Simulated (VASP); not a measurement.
Input of a VASP 6.6.1 run:

Contents of INCAR:

```
SYSTEM = Mg
PREC     = Accurate       ! precision mode
ENCUT    = 600            ! plane-wave cutoff, eV
EDIFF    = 1E-6           ! SCF threshold, eV
ISMEAR   = -1             ! smearing method
SIGMA    = 0.05           ! smearing width, eV
LREAL    = .FALSE.        ! projectors in reciprocal space
LASPH    = .TRUE.         ! aspherical terms in the spheres
NELM     = 100            ! most SCF steps
ALGO     = Normal         ! electronic algorithm
ISIF     = 3              ! what is computed and relaxed
LWAVE    = .FALSE.        ! write WAVECAR
LCHARG   = .FALSE.        ! write CHGCAR
GGA      = B5             ! functional
ALDAX    = 1.0          
AGGAX    = 1.0          
AGGAC    = 1.0          
ALDAC    = 0.0          
IVDW     = 12             ! dispersion correction
VDW_S6   = 1.0          
VDW_S8   = 2.6996       
VDW_A1   = 0.4298       
VDW_A2   = 4.2359       
IBRION   = 2              ! ionic algorithm
NSW      = 60             ! ionic steps
EDIFFG   = -0.01          ! ionic threshold
```

File KPOINTS:

```
Automatic mesh
0
G
  10 10 3
  0 0 0
```

Contents of POSCAR:

```
Mg
1.0
    3.1768261656      0.0000000000      0.0000000000
   -1.5884130828      2.7512121628      0.0000000000
    0.0000000000      0.0000000000     10.3188620100
Mg
4
Direct
    0.6666666667      0.3333333333      0.7500000000
    0.0000000000      0.0000000000      0.5000000000
    0.3333333333      0.6666666667      0.2500000000
    0.0000000000      0.0000000000      0.0000000000
```

Potentials or basis: VASP PAW PBE potentials, release 64 (Mg).

Run with:

```bash
$ cat potpaw_PBE.64/Mg/POTCAR > POTCAR
$ mpirun -np 1 vasp_std > vasp.out
```

Q: What does it give for the space group after relaxing (to 0.1 Å)?

A: P6_3/mmc (No. 194).

Q: Predict the band gap on the k mesh.

A: Zero (bands 4 and 5 overlap by 2.07 eV).

Q: Predict the dispersion energy per atom.

A: -0.723 eV.

Step by step:
| step | energy change (eV) | largest force (eV/Å) | pressure (GPa) | volume (Å³) |
| --- | --- | --- | --- | --- |
| 1 | 0.0000 | 0.0000 | -3.00 | 90.19 |
| 2 | -0.0722 | 0.0000 | -1.03 | 84.78 |
| 3 | -0.0800 | 0.0000 | -0.01 | 82.57 |
| 4 | -0.0800 | 0.0000 | 0.07 | 82.42 |
| 5 | -0.0803 | 0.0000 | 0.05 | 82.46 |
| 6 | -0.0804 | 0.0000 | 0.04 | 82.48 |

Caveat: the PAW data sets were made with another functional, which shifts forces and pressure a little.
